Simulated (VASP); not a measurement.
Wanted: the native input for a VASP 6.6.1 run.

| Property | Result |
| --- | --- |
| Task | single point |
| Functional | PBE |
| Potentials or basis | VASP PAW PBE potentials, release 64 (Cd, Se) |
| Cutoff | 520 eV |
| k mesh | 6 × 6 × 2 |
| Occupations | gaussian, width 0.2 eV |
| Spin | no spin polarisation |
| Dipole correction | no |
| Further INCAR settings | ALGO = Normal; EDIFF = 1e-06; NBANDS = 42 |

The structure of Cd4Se3 lies in POSCAR:

```
Cd4Se3
1.0
    4.0921480487     -0.0002195426      0.0047533006
   -2.0461541567      3.5429847653     -0.0064532446
    0.0158166005     -0.0136580893     12.4594771065
Cd Se
4 3
Direct
   -0.0013360022      0.0031165286      0.3908715576
    1.0017616311     -0.0025478616      0.6091585979
    0.6670822923      0.3324432782      0.8691781479
    0.3327909423      0.6677228647      0.1308136493
    0.6665433781      0.3337387187      0.2653327743
    0.3340242860      0.6665329195      0.7346590321
   -0.0008665273     -0.0010064482     -0.0000137591
```

These files were run (other wordings do the same):

INCAR

```
PREC = Accurate ; ENCUT = 520
EDIFF = 1E-6 ; ISMEAR = 0
SIGMA = 0.2 ; LREAL = F
LASPH = T ; NELM = 60
ALGO = Normal ; ISIF = 2
LWAVE = F ; LCHARG = F
GGA = PE ; NBANDS = 42
```

KPOINTS

```
Automatic mesh
0
Gamma
  6 6 2
```

Potentials or basis: VASP PAW PBE potentials, release 64 (Cd, Se).

The run is started by

```console
$ cat potpaw_PBE.64/Cd/POTCAR potpaw_PBE.64/Se/POTCAR > POTCAR
$ mpirun -np 1 vasp_std > vasp.out
```

Results of the run:

The pressure is 0.2 GPa, the largest force is 0.028 eV/Å and the band gap on the k mesh is zero (bands 33 and 34 overlap by 0.14 eV).

Caveat: semilocal functionals underestimate gaps, and a narrow one can read as zero.

Run time: 7.6 min on 1 thread of Intel Xeon 8259CL, with other jobs on the host, peak memory 0.42 GiB.
